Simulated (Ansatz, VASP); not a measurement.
# SnSe: VASP beside Ansatz

File INCAR:

```
SYSTEM = SnSe
PREC     = Accurate       ! precision mode
ENCUT    = 520            ! plane-wave cutoff, eV
EDIFF    = 1E-6           ! SCF threshold, eV
ISMEAR   = -1             ! smearing method
SIGMA    = 0.01           ! smearing width, eV
LREAL    = .False.        ! projectors in reciprocal space
LASPH    = .True.         ! aspherical terms in the spheres
NELM     = 60             ! most SCF steps
ALGO     = Normal         ! electronic algorithm
ISIF     = 2              ! what is computed and relaxed
LWAVE    = .False.        ! write WAVECAR
LCHARG   = .False.        ! write CHGCAR
GGA      = PS             ! functional
NBANDS   = 17             ! bands
```

Contents of KPOINTS:

```
regular mesh
0
Gamma
  7 7 7
  0 0 0
```

Contents of POSCAR:

```
SnSe
1.0
    0.0000000000      2.9799000000      3.0100000000
    2.9799000000      0.0000000000      3.0100000000
    2.9799000000      2.9799000000      0.0000000000
Sn Se
1 1
Direct
    0.0000000000      0.0000000000      0.0000000000
    0.5000000000      0.5000000000      0.5000000000
```

Input for Ansatz:

```yaml
crystal:
  lattice:
    - [0.0, 2.9799, 3.01]
    - [2.9799, 0.0, 3.01]
    - [2.9799, 2.9799, 0.0]
  atoms:
    - { symbol: Sn, position: [0.0, 0.0, 0.0] }
    - { symbol: Se, position: [0.5, 0.5, 0.5] }
kpoints:
  mp_grid: { grid: [7, 7, 7] }
  band_path:
    path:
      - [0.0, 0.0, 0.0]
      - [0.0, 0.5, 0.5]
      - [0.25, 0.75, 0.5]
      - [0.0, 0.5, 0.0]
      - [0.0, 0.0, 0.0]
      - [0.5, 0.5, 0.0]
      - [0.3725125, 0.6274875, 0.0]
      - [-0.3725125, 0.3725125, 0.0]
      - [0.0, 0.0, 0.0]
    npoints: 5
scf:
  occupations: { method: fermi_dirac, width: 0.01 }
hamiltonian:
  xc: pbesol
  pseudopotentials: { kind: all_electron, lapw: { basis_error: 0.0005 } }
output:
  forces: true
  stress: true
  eigenvalues: true
```

Change from the starting cell: equal xx and yy strain of -1 %.

Alike in both runs: task single point; functional PBEsol; k mesh 7 × 7 × 7; occupations fermi-dirac, width 0.01 eV; no spin polarisation.

```csv
,VASP,Ansatz
version,VASP 6.6.1,Ansatz 0.2.0
potentials or method,"VASP PAW PBE potentials, release 64 (Sn_d, Se), cutoff 520 eV","all-electron LAPW, scalar-relativistic"
```

|  | VASP | Ansatz | Ansatz less VASP |
| --- | --- | --- | --- |
| gap on the k mesh at the Fermi level (eV) | 0.63 | 0.64 | +0.002 |
| pressure (GPa) | -0.9 | -0.9 | -0.01 |
| traceless stress, the component that is largest in VASP (GPa) | -0.82 | -0.82 | +0.005 |

VASP's potentials were made for PBE, not for PBEsol. Ansatz ran all-electron here, and VASP with PAW potentials.
